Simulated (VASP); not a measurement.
# CuW (P6_3/mmc) in VASP: a series of runs, part 2 of 2

VASP 6.6.1. The steps go on from the part before.

## Step 4: Single point, PBE

This run uses another cell than the first one, of 16.46 Å³/atom.

INCAR

```
SYSTEM = CuW
  PREC = Accurate
  ENCUT = 520
  EDIFF = 1E-6
  ISMEAR = 0
  SIGMA = 0.1
  LREAL = .False.
  LASPH = .True.
  NELM = 60
  ALGO = Fast
  ISIF = 2
  LWAVE = .False.
  LCHARG = .False.
  GGA = PE
  NBANDS = 33
```

KPOINTS

```
Automatic mesh
0
Gamma
  12 12 8
  0 0 0
```

POSCAR

```
CuW
1.0
    3.8291325067      0.0000000000      0.0000000000
   -1.9145662533      3.3161260253      0.0000000000
    0.0000000000      0.0000000000      5.1846111837
Cu W
2 2
Direct
    0.3333333333      0.6666666667      0.2500000000
    0.6666666667      0.3333333333      0.7500000000
    0.0000000000      0.0000000000      0.0000000000
    0.0000000000      0.0000000000      0.5000000000
```

Potentials or basis: VASP PAW PBE potentials, release 64 (Cu, W_sv).

Started as:

```console
$ cat potpaw_PBE.64/Cu/POTCAR potpaw_PBE.64/W_sv/POTCAR > POTCAR
$ mpirun -np 1 vasp_std > vasp.out
```

OUTCAR:

```text
SYSTEM = CuW
   PREC = Accurate
   ENCUT = 520
   EDIFF = 1E-6
   ISMEAR = 0
   LREAL = .False.
   LASPH = .True.
   NELM = 60
   ISIF = 2
   GGA = PE

 ion  position               nearest neighbor table
   1  0.333  0.667  0.250-   3 2.56   4 2.56   3 2.56   4 2.56   3 2.56   4 2.56
   2  0.667  0.333  0.750-   3 2.56   4 2.56   3 2.56   4 2.56   3 2.56   4 2.56
   3  0.000  0.000  0.000-   1 2.56   2 2.56   2 2.56   1 2.56   2 2.56   1 2.56   4 2.59   4 2.59

   4  0.000  0.000  0.500-   1 2.56   2 2.56   2 2.56   1 2.56   2 2.56   1 2.56   3 2.59   3 2.59

  LATTYP: Found a hexagonal cell.
 ALAT       =     3.8291325067
 C/A-ratio  =     1.3539910605

  Lattice vectors:

 A1 = (   3.8291325067,   0.0000000000,   0.0000000000)
 A2 = (  -1.9145662533,   3.3161260253,   0.0000000000)
 A3 = (   0.0000000000,   0.0000000000,   5.1846111837)

Analysis of symmetry for initial positions (statically):
=====================================================================
 Subroutine PRICEL returns:
 Original cell was already a primitive cell.

 Routine SETGRP: Setting up the symmetry group for a
 hexagonal supercell.

 Subroutine GETGRP returns: Found 24 space group operations
 (whereof 12 operations were pure point group operations)
 out of a pool of 24 trial point group operations.

The static configuration has the point symmetry D_3d.
 The point group associated with its full space group is D_6h.

Analysis of symmetry for dynamics (positions and initial velocities):
=====================================================================
 Subroutine PRICEL returns:
 Original cell was already a primitive cell.

 Routine SETGRP: Setting up the symmetry group for a
 hexagonal supercell.

 Subroutine GETGRP returns: Found 24 space group operations
 (whereof 12 operations were pure point group operations)
 out of a pool of 24 trial point group operations.

The dynamic configuration has the point symmetry D_3d.
 The point group associated with its full space group is D_6h.

 Subroutine INISYM returns: Found 24 space group operations
[... 122 lines left out ...]
  volume/ion in A,a.u.               =      16.46       111.07
  Fermi-wavevector in a.u.,A,eV,Ry     =   1.493650  2.822590 30.354483  2.230992
  Thomas-Fermi vector in A             =   2.606024
   LORBIT       =      0    0 simple, 1 ext, 2 COOP (PROOUT), +10 PAW based schemes
   GGA     = PE    functional components
   LHFCALC =     F    Hartree Fock is set to
   AEXX    =    0.0000 exact exchange contribution
   IVDW    =     0    specifies the selected vdW correction
   LEPSILON=     F    determine dielectric tensor
   LRPA    =     F    only Hartree local field effects (RPA)
 non-spin polarized calculation
 RMM-DIIS sequential band-by-band and
 Gauss-broadening in eV      SIGMA  =   0.10
  energy-cutoff  :      520.00
  volume of cell :       65.83
 maximum number of plane-waves:      1809
   NGX = 15   NGY = 15   NGZ = 19

 number of electron      50.0000009 magnetization

 Free energy of the ion-electron system (eV)
  ---------------------------------------------------
  ext. energy  EPLUGINS =         0.00000000
  ---------------------------------------------------
  free energy    TOTEN  =       -28.33963127 eV

  energy without entropy =      -28.32837293  energy(sigma->0) =      -28.33400210

 E-fermi :   7.6184     XC(G=0): -12.1292

 val. band max:        7.6178646067   @ k =   0.3333   0.3333   0.5000
 cond. band min:       7.6503699199   @ k =   0.3333   0.0833   0.1250
 fundamental gap:      0.0325053132
 Fermi energy:         7.6183858582

 k-point     1 :       0.0000    0.0000    0.0000
  band No.  band energies     occupation
      1     -66.5128      2.00000
      2     -66.3991      2.00000
      3     -31.2714      2.00000
      4     -30.7932      2.00000
      5     -30.7932      2.00000
      6     -30.6299      2.00000
[... 853 lines left out ...]
     32      12.6410      0.00000
     33      13.1113      0.00000

 [... further k-points ...]

------------------------ aborting loop because EDIFF is reached ----------------------------------------

  FORCE on cell =-STRESS in cart. coord.  units (eV):
  Direction    XX          YY          ZZ          XY          YZ          ZX
  --------------------------------------------------------------------------------------
  -------------------------------------------------------------------------------------
  Total        0.3544532      0.3544532      0.4551248      0.0000000      0.0000000      0.0000000
  in kB        8.6262470      8.6262470     11.0762680      0.0000000      0.0000000      0.0000000
  external PRESSURE =       9.4429207 kB  Pullay stress =       0.0000000 kB

 VOLUME and BASIS-vectors are now :
 -----------------------------------------------------------------------------
  energy-cutoff  :      520.00
  volume of cell :       65.83
      direct lattice vectors                 reciprocal lattice vectors
     3.829132507  0.000000000  0.000000000     0.261155757  0.150778347  0.000000000
    -1.914566253  3.316126025  0.000000000     0.000000000  0.301556694  0.000000000
     0.000000000  0.000000000  5.184611184     0.000000000  0.000000000  0.192878495

 POSITION                                       TOTAL-FORCE (eV/Angst)
 -----------------------------------------------------------------------------------
     -0.00000      2.21075      1.29615         0.000000      0.000000      0.000000
      1.91457      1.10538      3.88846        -0.000000     -0.000000      0.000000
      0.00000      0.00000      0.00000        -0.000000      0.000000      0.000000
      0.00000      0.00000      2.59231        -0.000000      0.000000      0.000000
 -----------------------------------------------------------------------------------
    total drift:                                0.000000     -0.000000      0.000000

  FREE ENERGIE OF THE ION-ELECTRON SYSTEM (eV)
  ---------------------------------------------------
  free  energy   TOTEN  =       -28.3396312728 eV

  energy  without entropy=      -28.3283729317  energy(sigma->0) =      -28.33400210
```

stdout:

```text
POSCAR found type information on POSCAR CuW
 POSCAR found :  2 types and       4 ions
 scaLAPACK will be used
 LDA part: xc-table for (Slater+PW92), standard interpolation
 POSCAR, INCAR and KPOINTS ok, starting setup
 FFT: planning ... GRIDC
 FFT: planning ... GRID_SOFT
 FFT: planning ... GRID
 WAVECAR not read
 entering main loop
```

Run time: 8.8 min. Hardware: 1 thread of Intel Xeon 8259CL, shared host; peak memory 0.3 GiB.

What came out:

- Free energy: -28.3396 eV
- Pressure: 0.9 GPa
- Band gap on the k mesh: zero (bands 25 and 26 overlap by 1.29 eV)

Levels at points of the mesh, in eV from the Fermi level:
| k point | band 23 | band 24 | band 25 | band 26 | band 27 | band 28 |
| --- | --- | --- | --- | --- | --- | --- |
| (0.00, 0.00, 0.00) | -2.07 | -0.71 | -0.29 | -0.29 | 1.34 | 1.34 |
| (0.50, 0.00, 0.00) | -1.75 | -1.08 | 0.74 | 1.21 | 1.75 | 2.07 |
| (0.00, 0.00, 0.50) | -0.34 | -0.34 | -0.34 | -0.34 | 0.73 | 0.73 |
| (0.50, 0.00, 0.50) | -0.74 | -0.74 | -0.23 | -0.23 | 1.17 | 1.17 |

Caveat: spin-orbit coupling is left out, which moves the levels of the heavy elements.

## Step 5: The runs side by side

| task | cell | k mesh | cutoff (eV) | gap on the mesh (eV) | pressure (GPa) |
| --- | --- | --- | --- | --- | --- |
| single point | a = 3.586, b = 3.586, c = 5.729 Å, angles 90.0, 90.0, 120.0°, 4 atoms | 6 × 6 × 4 | 520 | none | 0.3 |
| relaxation of cell and atoms | relaxed from a = 3.598, b = 3.598, c = 5.872 Å, angles 90.0, 90.0, 120.0°, 4 atoms | 6 × 6 × 4 | 600 | none | 0.1 |
| single point | a = 3.829, b = 3.829, c = 5.185 Å, angles 90.0, 90.0, 120.0°, 4 atoms | 12 × 12 × 8 | 520 | none | 0.9 |

Alike in all rows: level PBE; potentials or basis VASP PAW PBE potentials, release 64 (Cu, W_sv); no spin polarisation; smearing gaussian 0.1 eV.

Caveats: spin-orbit coupling is left out, which moves the levels of the heavy elements.

Absolute energies hang on the potentials; compare differences alone.

The gap in the log of VASP goes by the Fermi energy; the results here count the filled bands.